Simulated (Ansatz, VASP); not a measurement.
SiO2: VASP beside Ansatz

```
CELL_PARAMETERS angstrom
5.08235 0.00000 0.00000
0.00000 5.08235 0.00000
0.00000 0.00000 7.09696
ATOMIC_POSITIONS crystal
Si 0.29406 0.29406 0.00000
Si 0.20594 0.79406 0.25000
Si 0.70594 0.70594 0.50000
Si 0.79406 0.20594 0.75000
O 0.24110 0.09385 0.17442
O 0.40615 0.74110 0.42442
O 0.75890 0.90615 0.67442
O 0.59385 0.25890 0.92442
O 0.74110 0.40615 0.57558
O 0.90615 0.75890 0.32558
O 0.25890 0.59385 0.07558
O 0.09385 0.24110 0.82558
```

Alike in both runs: functional PBE; k mesh 6 × 6 × 4; occupations gaussian, width 0.05 eV; no spin polarisation.

Ansatz relaxed the structure, and its values are those at the end. VASP's run is a single point on that final structure, the one shown.

```csv
,VASP,Ansatz
version,VASP 6.6.1,Ansatz 0.2.0
potentials or method,"VASP PAW PBE potentials, release 64 (Si, O), cutoff 520 eV","scalar-relativistic, plane waves, PAW"
valence electrons in the cell,64,64
```

|  | VASP | Ansatz | Ansatz less VASP |
| --- | --- | --- | --- |
| gap on the k mesh at the Fermi level (eV) | 5.51 | 5.51 | -0.001 |
| least direct gap on the mesh (eV) | 5.51 | 5.51 | -0.001 |
| pressure (GPa) | 0.1 | 0.0 | -0.08 |
| rms of the force components (eV/Å) | 0.008 | 0.000 | -0.0073 |
